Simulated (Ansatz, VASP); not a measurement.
## One calculation of Hf2O, two programs

```
Hf O
1.0
    -1.45887    1.45887   11.00232
     1.45887   -1.45887   11.00232
     1.45887    1.45887  -11.00232
Hf O
4 2
Direct
  0.43256 0.43256 0.00000
  0.18256 0.68256 0.50000
  0.31744 0.81744 0.50000
  0.56744 0.56744 0.00000
  0.00000 0.00000 0.00000
  0.75000 0.25000 0.50000
```

Alike in both runs: functional PBE; k mesh 6 × 6 × 6; occupations gaussian, width 0.1 eV; no spin polarisation.

Ansatz relaxed the structure, and its values are those at the end. VASP's run is a single point on that final structure, the one shown.

```csv
,VASP,Ansatz
version,VASP 6.6.1,Ansatz 0.2.0
potentials or method,"VASP PAW PBE potentials, release 64 (Hf_pv, O), cutoff 520 eV","scalar-relativistic, plane waves, PAW"
valence electrons in the cell,52,116
```

Ansatz gave:

| Item | Value |
| --- | --- |
| gap on the k mesh at the Fermi level (eV) | none |
| pressure (GPa) | 0.1 |
| rms of the force components (eV/Å) | 0.000 |

**Question.** Which values does VASP return?

**Answer.** gap on the k mesh at the Fermi level (eV): none; pressure (GPa): -1.2; rms of the force components (eV/Å): 0.014.

A gap of «none» marks a metal or a gap that the smearing closes. VASP's potentials hold 52 valence electrons a cell and Ansatz's 116, so a difference there can come from the potentials and not from the codes.

The k mesh is coarse, so the values compare programs but aren't converged. Spin-orbit coupling is off throughout.
